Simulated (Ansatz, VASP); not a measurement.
## One calculation of AlN, two programs

The input INCAR:

```
SYSTEM = AlN
PREC = Accurate
ENCUT = 600
EDIFF = 1E-6
ISMEAR = 0
SIGMA = 0.01
LREAL = .False.
LASPH = .True.
NELM = 120
ALGO = Normal
ISIF = 2
LWAVE = .False.
LCHARG = .True.
LELF = .True.
LVHAR = .True.
NBANDS = 16
GGA_COMPAT = .False.
```

The input KPOINTS:

```
Automatic mesh
0
Gamma
  7 7 4
  0 0 0
```

Contents of POSCAR:

```
AlN
1.0
    3.1130000000      0.0000000000      0.0000000000
   -1.5565000000      2.6959370820      0.0000000000
    0.0000000000      0.0000000000      4.9810000000
Al N
2 2
Direct
    0.3333330000      0.6666670000      0.0000000000
    0.6666670000      0.3333330000      0.5000000000
    0.3333330000      0.6666670000      0.3800000000
    0.6666670000      0.3333330000      0.8800000000
```

Input for Ansatz:

```yaml
crystal:
  lattice:
    - [3.113, 0.0, 0.0]
    - [-1.5564999999999993, 2.695937081980958, 0.0]
    - [0.0, 0.0, 4.981]
  atoms:
    - { symbol: Al, position: [0.3333329999999999, 0.666667, 0.0] }
    - { symbol: Al, position: [0.6666669999999999, 0.333333, 0.5] }
    - { symbol: "N", position: [0.3333329999999999, 0.666667, 0.37999999999999995] }
    - { symbol: "N", position: [0.6666669999999999, 0.333333, 0.88] }
basis:
  ecutwfc: 510.0
kpoints:
  mp_grid:
    grid: [7, 7, 4]
hamiltonian:
  xc: lda
scf:
  occupations:
    method: fixed
output:
  optics:
    de: 0.05
    sigma: 0.05
    nscf_kmesh:
      grid: [10, 10, 5]
```

Alike in both runs: task single point; functional LDA; k mesh 7 × 7 × 4; no spin polarisation.

|  | VASP | Ansatz |
| --- | --- | --- |
| version | VASP 6.6.1 | Ansatz 0.2.0 |
| potentials or method | VASP PAW LDA potentials, release 64 (Al, N), cutoff 600 eV | plane waves, PAW |
| occupations | gaussian, width 0.01 eV | fixed |
| valence electrons in the cell | 16 | 16 |

Ansatz gave:

| Property | Result |
| --- | --- |
| gap on the k mesh at the Fermi level (eV) | 4.24 |

Task: Estimate VASP's values.

Result: gap on the k mesh at the Fermi level (eV): 4.25.

LDA's correlation is that of Perdew and Zunger in VASP and of Perdew and Wang (1992) in Ansatz. Ansatz's warnings: structure snapped to symmetry.
